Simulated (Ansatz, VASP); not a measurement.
# Pb: VASP beside Ansatz

Contents of INCAR:

```
ALGO = Normal ; EDIFF = 1E-6
ENCUT = 520 ; GGA = PS
ISIF = 2 ; ISMEAR = -1
LASPH = T ; LCHARG = F
LREAL = F ; LWAVE = F
NBANDS = 21 ; NELM = 60
PREC = Accurate ; SIGMA = 0.05
```

File KPOINTS:

```
k-points
0
Gamma
  14 14 8
```

The input POSCAR:

```
Pb
1.0
    2.7521630035      0.0000000000      0.0000000000
   -1.3760815017      2.3834430764      0.0000000000
    0.0000000000      0.0000000000      4.5421981697
Pb
2
Direct
    0.3333333333      0.6666666667      0.2500000000
    0.6666666667      0.3333333333      0.7500000000
```

Input for Ansatz:

```yaml
crystal:
  lattice:
    - [2.7521630035, 0.0, 0.0]
    - [-1.3760815017, 2.3834430764, 0.0]
    - [0.0, 0.0, 4.5421981697]
  atoms:
    - { symbol: Pb, position: [0.3333333333, 0.6666666667, 0.25] }
    - { symbol: Pb, position: [0.6666666667, 0.3333333333, 0.75] }
kpoints:
  mp_grid: { grid: [14, 14, 8] }
scf:
  occupations: { method: fermi_dirac, width: 0.05 }
hamiltonian:
  xc: pbesol
  pseudopotentials: { kind: all_electron, lapw: { basis_error: 0.001 } }
output:
  forces: true
  stress: true
  eigenvalues: true
  populations: true
```

Change from the starting cell: volume scaled by 0.5, LAPW.

Alike in both runs: task single point; functional PBEsol; k mesh 14 × 14 × 8; occupations fermi-dirac, width 0.05 eV; no spin polarisation.

|  | VASP | Ansatz |
| --- | --- | --- |
| version | VASP 6.6.1 | Ansatz 0.2.0 |
| potentials or method | VASP PAW PBE potentials, release 64 (Pb_d), cutoff 520 eV | all-electron LAPW, scalar-relativistic |

```csv
,VASP,Ansatz,Ansatz less VASP
pressure (GPa),184.1,184.0,-0.08
```

VASP's potentials were made for PBE, not for PBEsol. Both programs put the cell under a high pressure, so it lies far from rest at this level. Ansatz ran all-electron here, and VASP with PAW potentials.

Neither program's run includes spin-orbit coupling. Noted on VASP's run: the cell as given lies far from equilibrium.
